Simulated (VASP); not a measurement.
# La3O (Pm-3n) in VASP: notebook

The runs below take La3O through single point, relaxation of cell and atoms, with PBE.

All numbers are computed with VASP 6.6.1; they aren't measurements. Logs are shortened: lines on timing, memory, paths and dates and some standing lists are left out, and cuts for length are marked.

## 1. The cell of the first run

The structure is cubic, space group Pm-3n (No. 223). Conventional cell: a = 5.946 Å, b = 5.946 Å, c = 5.946 Å, α = 90.00°, β = 90.00°, γ = 90.00°. Within 3.9 Å of La (site symmetry -4m2) lie 10 La at 2.97 to 3.64 Å and 4 O at 3.32 Å. O (site symmetry m-3) has 12 La at 3.32 Å within 4.4 Å.

The cell was built from a structure type or drawn by symmetry, and may not be a known phase.

## 2. Single point, PBE

INCAR reads:

```
SYSTEM = La3O
  ALGO = Normal
  EDIFF = 1E-7
  ENCUT = 520
  GGA = PE
  ISIF = 2
  ISMEAR = 0
  LASPH = .TRUE.
  LCHARG = .FALSE.
  LREAL = .FALSE.
  LWAVE = .FALSE.
  NBANDS = 49
  NELM = 100
  PREC = Accurate
  SIGMA = 0.1
```

KPOINTS reads:

```
k-points
0
G
  4 4 4
  0 0 0
```

POSCAR reads:

```
La3O
1.0
    5.9457671707      0.0000000000      0.0000000000
    0.0000000000      5.9457671707      0.0000000000
    0.0000000000      0.0000000000      5.9457671707
La O
6 2
Direct
    0.2500000000      0.0000000000      0.5000000000
    0.7500000000      0.0000000000      0.5000000000
    0.0000000000      0.5000000000      0.2500000000
    0.0000000000      0.5000000000      0.7500000000
    0.5000000000      0.7500000000      0.0000000000
    0.5000000000      0.2500000000      0.0000000000
    0.0000000000      0.0000000000      0.0000000000
    0.5000000000      0.5000000000      0.5000000000
```

Potentials or basis: VASP PAW PBE potentials, release 64 (La, O).

Started as:

```bash
$ cat potpaw_PBE.64/La/POTCAR potpaw_PBE.64/O/POTCAR > POTCAR
$ mpirun -np 1 vasp_std > vasp.out
```

OUTCAR:

```text
SYSTEM = La3O
   EDIFF = 1E-7
   ENCUT = 520
   GGA = PE
   ISIF = 2
   ISMEAR = 0
   LASPH = .TRUE.
   LREAL = .FALSE.
   NELM = 100
   PREC = Accurate

 ion  position               nearest neighbor table
   1  0.250  0.000  0.500-   2 2.97   2 2.97   4 3.64   3 3.64   4 3.64   3 3.64   6 3.64   5 3.64
                             6 3.64   5 3.64
   2  0.750  0.000  0.500-   1 2.97   1 2.97   4 3.64   3 3.64   4 3.64   3 3.64   6 3.64   5 3.64
                             6 3.64   5 3.64
   3  0.000  0.500  0.250-   4 2.97   4 2.97   1 3.64   5 3.64   6 3.64   2 3.64   1 3.64   2 3.64
                             5 3.64   6 3.64
   4  0.000  0.500  0.750-   3 2.97   3 2.97   1 3.64   5 3.64   6 3.64   2 3.64   1 3.64   2 3.64
                             5 3.64   6 3.64
   5  0.500  0.750  0.000-   6 2.97   6 2.97   3 3.64   4 3.64   3 3.64   4 3.64   2 3.64   2 3.64
                             1 3.64   1 3.64
   6  0.500  0.250  0.000-   5 2.97   5 2.97   3 3.64   4 3.64   3 3.64   4 3.64   2 3.64   2 3.64
                             1 3.64   1 3.64
   7  0.000  0.000  0.000-
   8  0.500  0.500  0.500-

  LATTYP: Found a simple cubic cell.
 ALAT       =     5.9457671707

  Lattice vectors:

 A1 = (   5.9457671707,   0.0000000000,   0.0000000000)
 A2 = (   0.0000000000,   5.9457671707,   0.0000000000)
 A3 = (   0.0000000000,   0.0000000000,   5.9457671707)

Analysis of symmetry for initial positions (statically):
=====================================================================
 Subroutine PRICEL returns:
 Original cell was already a primitive cell.

 Routine SETGRP: Setting up the symmetry group for a
 simple cubic supercell.

 Subroutine GETGRP returns: Found 48 space group operations
 (whereof 24 operations were pure point group operations)
 out of a pool of 48 trial point group operations.

The static configuration has the point symmetry T_h .
 The point group associated with its full space group is O_h .

Analysis of symmetry for dynamics (positions and initial velocities):
=====================================================================
 Subroutine PRICEL returns:
 Original cell was already a primitive cell.

 Routine SETGRP: Setting up the symmetry group for a
 simple cubic supercell.

 Subroutine GETGRP returns: Found 48 space group operations
 (whereof 24 operations were pure point group operations)
 out of a pool of 48 trial point group operations.

The dynamic configuration has the point symmetry T_h .
 The point group associated with its full space group is O_h .

 Subroutine INISYM returns: Found 48 space group operations
 (whereof 24 operations are pure point group operations),
 and found     1 'primitive' translations

----------------------------------------------------------------------------------------

                                     Primitive cell

  volume of cell :     210.1956

  direct lattice vectors                    reciprocal lattice vectors
     5.945767171  0.000000000  0.000000000     0.168186875  0.000000000  0.000000000
     0.000000000  5.945767171  0.000000000     0.000000000  0.168186875  0.000000000
     0.000000000  0.000000000  5.945767171     0.000000000  0.000000000  0.168186875

  length of vectors
     5.945767171  5.945767171  5.945767171     0.168186875  0.168186875  0.168186875

  position of ions in fractional coordinates (direct lattice)
     0.250000000  0.000000000  0.500000000
     0.750000000  0.000000000  0.500000000
     0.000000000  0.500000000  0.250000000
     0.000000000  0.500000000  0.750000000
     0.500000000  0.750000000  0.000000000
     0.500000000  0.250000000  0.000000000
     0.000000000  0.000000000  0.000000000
     0.500000000  0.500000000  0.500000000

  ion indices of the primitive-cell ions
   primitive index   ion index
                 1           1
                 2           2
                 3           3
                 4           4
                 5           5
                 6           6
                 7           7
                 8           8

----------------------------------------------------------------------------------------

 KPOINTS: k-points

Automatic generation of k-mesh.
 Grid dimensions read from file:
 generate k-points for:    4    4    4

 Generating k-lattice:

  Cartesian coordinates                     Fractional coordinates (reciprocal lattice)
     0.042046719  0.000000000  0.000000000     0.250000000  0.000000000  0.000000000
     0.000000000  0.042046719  0.000000000     0.000000000  0.250000000  0.000000000
     0.000000000  0.000000000  0.042046719     0.000000000  0.000000000  0.250000000

  Length of vectors
     0.042046719  0.042046719  0.042046719

  Shift w.r.t. Gamma in fractional coordinates (k-lattice)
     0.000000000  0.000000000  0.000000000

 Subroutine IBZKPT returns following result:
 ===========================================

 Found     10 irreducible k-points:

 Following reciprocal coordinates:
            Coordinates               Weight
  0.000000  0.000000  0.000000      1.000000
  0.250000  0.000000  0.000000      6.000000
  0.500000  0.000000  0.000000      3.000000
  0.250000  0.250000  0.000000     12.000000
  0.500000  0.250000  0.000000     12.000000
  0.500000  0.500000  0.000000      3.000000
  0.250000  0.250000  0.250000      8.000000
  0.500000  0.250000  0.250000     12.000000
  0.500000  0.500000  0.250000      6.000000
  0.500000  0.500000  0.500000      1.000000
   k-points           NKPTS =     10   k-points in BZ     NKDIM =     10   number of bands    NBANDS=     49
   number of dos      NEDOS =    301   number of ions     NIONS =      8
   total plane-waves  NPLWV = 110592
   dimension x,y,z NGX =    48 NGY =   48 NGZ =   48
   dimension x,y,z NGXF=    96 NGYF=   96 NGZF=   96
   ions per type =               6   2
   NGX,Y,Z   is equivalent  to a cutoff of  13.42, 13.42, 13.42 a.u.
   NGXF,Y,Z  is equivalent  to a cutoff of  26.84, 26.84, 26.84 a.u.
 SYSTEM =  La3O
   PREC   = accura    normal or accurate (medium, high low for compatibility)
   ISTART =      0    job   : 0-new  1-cont  2-samecut
   ICHARG =      2    charge: 1-file 2-atom 10-const
   ISPIN  =      1    spin polarized calculation?
   LNONCOLLINEAR =      F non collinear calculations
   LSORBIT =      F    spin-orbit coupling
[... 27 lines left out ...]
   LORBIT       =      0    0 simple, 1 ext, 2 COOP (PROOUT), +10 PAW based schemes
   GGA     = PE    functional components
   LHFCALC =     F    Hartree Fock is set to
   AEXX    =    0.0000 exact exchange contribution
   IVDW    =     0    specifies the selected vdW correction
   LEPSILON=     F    determine dielectric tensor
   LRPA    =     F    only Hartree local field effects (RPA)
 non-spin polarized calculation
 Gauss-broadening in eV      SIGMA  =   0.10
  energy-cutoff  :      520.00
  volume of cell :      210.20
 maximum number of plane-waves:      5695
 NGX is ok and might be reduce to    48
   NGX = 23   NGY = 23   NGZ = 23

 number of electron      77.9999988 magnetization

 Free energy of the ion-electron system (eV)
  ---------------------------------------------------
  ext. energy  EPLUGINS =         0.00000000
  ---------------------------------------------------
  free energy    TOTEN  =       -39.69170412 eV

  energy without entropy =      -39.63530097  energy(sigma->0) =      -39.66350254

 E-fermi :   8.7606     XC(G=0): -10.1252

 val. band max:        8.7430471834   @ k =   0.5000   0.5000   0.2500
 cond. band min:       8.7887690296   @ k =   0.5000   0.5000   0.0000
 fundamental gap:      0.0457218462
 Fermi energy:         8.7606292588

 k-point     1 :       0.0000    0.0000    0.0000
  band No.  band energies     occupation
      1     -24.3703      2.00000
      2     -24.1041      2.00000
      3     -24.1041      2.00000
      4     -23.5162      2.00000
      5     -23.5162      2.00000
      6     -23.5162      2.00000
[... 41 lines left out ...]
     48      10.1428      0.00000
     49      10.1641      0.00000

 k-point     2 :       0.2500    0.0000    0.0000
  band No.  band energies     occupation
      1     -24.3196      2.00000
      2     -24.1359      2.00000
      3     -24.0390      2.00000
      4     -23.6199      2.00000
      5     -23.5161      2.00000
      6     -23.5161      2.00000
[... 41 lines left out ...]
     48      10.1500      0.00000
     49      10.2206      0.00000

 k-point     3 :       0.5000    0.0000    0.0000
  band No.  band energies     occupation
      1     -24.2188      2.00000
      2     -24.2188      2.00000
      3     -23.8482      2.00000
      4     -23.8482      2.00000
      5     -23.5159      2.00000
      6     -23.5159      2.00000
[... 41 lines left out ...]
     48      10.1664      0.00000
     49      10.3267      0.00000

 k-point     4 :       0.2500    0.2500    0.0000
  band No.  band energies     occupation
      1     -24.2706      2.00000
      2     -24.1092      2.00000
      3     -24.0281      2.00000
      4     -23.6346      2.00000
      5     -23.6077      2.00000
      6     -23.5159      2.00000
[... 41 lines left out ...]
     48      10.1748      0.00000
     49      10.2217      0.00000

 k-point     5 :       0.5000    0.2500    0.0000
  band No.  band energies     occupation
      1     -24.2072      2.00000
      2     -24.1326      2.00000
      3     -23.8609      2.00000
      4     -23.8498      2.00000
      5     -23.6193      2.00000
      6     -23.5158      2.00000
[... 41 lines left out ...]
     48      10.1821      0.00000
     49      10.1909      0.00000

 k-point     6 :       0.5000    0.5000    0.0000
  band No.  band energies     occupation
      1     -24.1948      2.00000
      2     -23.9690      2.00000
      3     -23.8745      2.00000
      4     -23.8745      2.00000
      5     -23.7768      2.00000
      6     -23.5157      2.00000
[... 41 lines left out ...]
     48      10.2116      0.00000
     49      10.3764      0.00000

 k-point     7 :       0.2500    0.2500    0.2500
  band No.  band energies     occupation
      1     -24.2132      2.00000
      2     -24.0527      2.00000
      3     -24.0527      2.00000
      4     -23.6314      2.00000
      5     -23.6314      2.00000
      6     -23.6045      2.00000
[... 41 lines left out ...]
     48      10.0106      0.00000
     49      10.0225      0.00000

 k-point     8 :       0.5000    0.2500    0.2500
  band No.  band energies     occupation
      1     -24.1192      2.00000
      2     -24.1192      2.00000
      3     -23.8613      2.00000
      4     -23.8613      2.00000
      5     -23.6223      2.00000
      6     -23.6223      2.00000
[... 41 lines left out ...]
     48       9.9664      0.00000
     49      10.2939      0.00000

 k-point     9 :       0.5000    0.5000    0.2500
  band No.  band energies     occupation
      1     -24.1043      2.00000
      2     -23.9415      2.00000
      3     -23.8744      2.00000
      4     -23.8744      2.00000
      5     -23.8056      2.00000
      6     -23.6253      2.00000
[... 41 lines left out ...]
     48      10.0341      0.00000
     49      10.0893      0.00000

 k-point    10 :       0.5000    0.5000    0.5000
  band No.  band energies     occupation
      1     -23.8742      2.00000
      2     -23.8742      2.00000
      3     -23.8742      2.00000
      4     -23.8742      2.00000
      5     -23.8742      2.00000
      6     -23.8742      2.00000
[... 41 lines left out ...]
     48       9.4697      0.00000
     49      10.0554      0.00000

------------------------ aborting loop because EDIFF is reached ----------------------------------------

  FORCE on cell =-STRESS in cart. coord.  units (eV):
  Direction    XX          YY          ZZ          XY          YZ          ZX
  --------------------------------------------------------------------------------------
  -------------------------------------------------------------------------------------
  Total        0.1165002      0.1165002      0.1165002     -0.0000000      0.0000000     -0.0000000
  in kB        0.8880009      0.8880009      0.8880009     -0.0000000      0.0000000     -0.0000000
  external PRESSURE =       0.8880009 kB  Pullay stress =       0.0000000 kB

 VOLUME and BASIS-vectors are now :
 -----------------------------------------------------------------------------
  energy-cutoff  :      520.00
  volume of cell :      210.20
      direct lattice vectors                 reciprocal lattice vectors
     5.945767171  0.000000000  0.000000000     0.168186875  0.000000000  0.000000000
     0.000000000  5.945767171  0.000000000     0.000000000  0.168186875  0.000000000
     0.000000000  0.000000000  5.945767171     0.000000000  0.000000000  0.168186875

 POSITION                                       TOTAL-FORCE (eV/Angst)
 -----------------------------------------------------------------------------------
      1.48644      0.00000      2.97288        -0.000000      0.000000      0.000000
      4.45933      0.00000      2.97288         0.000000     -0.000000      0.000000
      0.00000      2.97288      1.48644         0.000000      0.000000      0.000000
      0.00000      2.97288      4.45933        -0.000000     -0.000000     -0.000000
      2.97288      4.45933      0.00000        -0.000000      0.000000     -0.000000
      2.97288      1.48644      0.00000        -0.000000      0.000000      0.000000
      0.00000      0.00000      0.00000         0.000000      0.000000     -0.000000
      2.97288      2.97288      2.97288         0.000000      0.000000     -0.000000
 -----------------------------------------------------------------------------------
    total drift:                                0.000000     -0.000000      0.000000

  FREE ENERGIE OF THE ION-ELECTRON SYSTEM (eV)
  ---------------------------------------------------
  free  energy   TOTEN  =       -39.6917041174 eV

  energy  without entropy=      -39.6353009669  energy(sigma->0) =      -39.66350254
```

Run time: 1.9 min. Hardware: 1 thread of Intel Xeon 6975P-C (Granite Rapids), shared host; peak memory 0.35 GiB.

What came out:

```
Free energy            : -39.6917 eV
Pressure               : 0.1 GPa
Band gap on the k mesh : zero (bands 39 and 40 overlap by 0.91 eV)
```

Levels at points of the mesh, in eV from the Fermi level:
```
           k point  band 35  band 36  band 37  band 38  band 39  band 40  band 41  band 42  band 43  band 44
(0.00, 0.00, 0.00)    -1.11    -1.11    -0.83    -0.83    -0.74    -0.40     0.67     0.88     0.88     0.88
(0.50, 0.00, 0.00)    -0.80    -0.80    -0.55    -0.55    -0.09    -0.09     0.04     0.04     0.37     0.37
(0.50, 0.50, 0.00)    -0.95    -0.72    -0.46    -0.03     0.03     0.06     0.26     0.26     0.67     0.67
(0.50, 0.50, 0.50)    -0.32    -0.32    -0.32    -0.32     0.52     0.52     0.52     0.52     0.52     0.52
```

Caveat: spin-orbit coupling is left out, which moves the levels of the heavy elements.

## 3. Relaxation of cell and atoms, PBE

This run uses another cell than the first one, of 20.98 Å³/atom.

INCAR reads:

```
SYSTEM = La3O
ALGO = Normal ; EDIFF = 1E-7
EDIFFG = -0.04 ; ENCUT = 600
GGA = PE ; IBRION = 2
ISIF = 3 ; ISMEAR = 0
LASPH = .TRUE. ; LCHARG = .FALSE.
LREAL = .FALSE. ; LWAVE = .FALSE.
NELM = 80 ; NSW = 90
PREC = Accurate ; SIGMA = 0.1
```

KPOINTS is that of step 2.

POSCAR: that of step 2 with these lines changed.

```diff
@@ -2,5 +2,5 @@
 1.0
-    5.9457671707      0.0000000000      0.0000000000
-    0.0000000000      5.9457671707      0.0000000000
-    0.0000000000      0.0000000000      5.9457671707
+    5.5163178800      0.0000000000      0.0000000000
+    0.0000000000      5.5163178800      0.0000000000
+    0.0000000000      0.0000000000      5.5163178800
 La O
```

Potentials or basis: VASP PAW PBE potentials, release 64 (La, O).

Started as:

```bash
$ cat potpaw_PBE.64/La/POTCAR potpaw_PBE.64/O/POTCAR > POTCAR
$ mpirun -np 1 vasp_std > vasp.out
```

Wall time 5.5 min (1 thread of Intel Xeon 6975P-C (Granite Rapids), shared host); peak memory 0.4 GiB.

Results (log left out):

```yaml
Free_energy: -39.6817 eV
Relaxed_volume: 26.33 Å³/atom
Relaxed_cell: a = 5.950 Å, b = 5.950 Å, c = 5.950 Å, α = 90.00°, β = 90.00°, γ = 90.00°
Space_group_after_relaxing_to_0.1_Å: Pm-3n (No. 223)
Energy_gained_by_relaxing: 178.3 meV/atom
Ionic_steps: 3
Pressure_after_relaxing: 0.0 GPa
Band_gap_on_the_k_mesh: zero (bands 39 and 40 overlap by 0.91 eV)
```

The path:
| step | energy change (eV) | largest force (eV/Å) | pressure (GPa) | volume (Å³) |
| --- | --- | --- | --- | --- |
| 1 | 0.0000 | 0.0000 | 13.28 | 167.86 |
| 2 | -1.4226 | 0.0000 | -0.41 | 213.76 |
| 3 | -1.4265 | 0.0000 | 0.02 | 210.63 |

Final structure:
```
CELL_PARAMETERS angstrom
5.94989 0.00000 0.00000
0.00000 5.94989 0.00000
0.00000 0.00000 5.94989
ATOMIC_POSITIONS crystal
La 0.25000 0.00000 0.50000
La 0.75000 0.00000 0.50000
La 0.00000 0.50000 0.25000
La 0.00000 0.50000 0.75000
La 0.50000 0.75000 0.00000
La 0.50000 0.25000 0.00000
O 0.00000 0.00000 0.00000
O 0.50000 0.50000 0.50000
```

Levels at points of the mesh, in eV from the Fermi level:
```csv
k point,band 36,band 37,band 38,band 39,band 40,band 41,band 42,band 43
"(0.00, 0.00, 0.00)",-1.11,-0.83,-0.83,-0.74,-0.39,0.68,0.88,0.88
"(0.50, 0.00, 0.00)",-0.80,-0.55,-0.55,-0.09,-0.09,0.04,0.04,0.37
"(0.50, 0.50, 0.00)",-0.72,-0.46,-0.03,0.03,0.06,0.26,0.26,0.67
"(0.50, 0.50, 0.50)",-0.32,-0.32,-0.32,0.52,0.52,0.52,0.52,0.52
```

Caveat: the volume moved by over 15 % at a fixed basis, so the end points are rough; spin-orbit coupling is left out, which moves the levels of the heavy elements.

## 4. Single point, PBE

This run uses another cell than the first one, of 20.98 Å³/atom.

INCAR reads:

```
SYSTEM = La3O
PREC = Accurate
ENCUT = 600
EDIFF = 1E-6
ISMEAR = 0
SIGMA = 0.1
LREAL = .False.
LASPH = .True.
NELM = 200
ALGO = Normal
ISIF = 2
LWAVE = .False.
LCHARG = .True.
GGA = PE
LELF = .True.
LVHAR = .True.
NBANDS = 49
GGA_COMPAT = .False.
LMAXMIX = 6
```

KPOINTS reads:

```
regular mesh
0
Gamma
  4 4 4
  0 0 0
```

POSCAR is that of step 3.

Started as:

```bash
$ cat potpaw_PBE.64/La/POTCAR potpaw_PBE.64/O/POTCAR > POTCAR
$ mpirun -np 1 vasp_std > vasp.out
```

Wall time 8.6 min (1 thread of Intel Xeon 8259CL, shared host); peak memory 0.36 GiB.

Results (log left out):

* Free energy: -38.2553 eV
* Pressure: 13.3 GPa
* Band gap on the k mesh: zero (bands 39 and 40 overlap by 0.87 eV)

Levels at points of the mesh, in eV from the Fermi level:
```csv
k point,band 36,band 37,band 38,band 39,band 40,band 41,band 42,band 43
"(0.00, 0.00, 0.00)",-1.33,-0.90,-0.61,-0.61,-0.16,0.66,0.83,0.83
"(0.50, 0.00, 0.00)",-0.95,-0.50,-0.50,-0.36,-0.36,0.30,0.30,0.33
"(0.50, 0.50, 0.00)",-0.73,-0.56,-0.05,-0.04,0.00,0.19,0.19,0.43
"(0.50, 0.50, 0.50)",-0.31,-0.31,-0.31,0.50,0.50,0.50,0.50,0.50
```

Caveat: the cell stands under pressure; spin-orbit coupling is left out, which moves the levels of the heavy elements.

## 5. Overview

```tsv
task	cell	cutoff (eV)	gap on the mesh (eV)	pressure (GPa)
single point	a = 5.946 Å, 8 atoms	520	none	0.1
relaxation of cell and atoms	relaxed from a = 5.516 Å, 8 atoms	600	none	0.0
single point	a = 5.516 Å, 8 atoms	600	none	13.3
```

Alike in all rows: level PBE; potentials or basis VASP PAW PBE potentials, release 64 (La, O); no spin polarisation; k mesh 4 × 4 × 4; smearing gaussian 0.1 eV.

Caveats: spin-orbit coupling is left out, which moves the levels of the heavy elements; the volume moved by over 15 % at a fixed basis, so the end points are rough (at least some runs); the cell stands under pressure (at least some runs).

Total energies depend on the potentials used, so only differences within one code and one set of settings carry meaning.
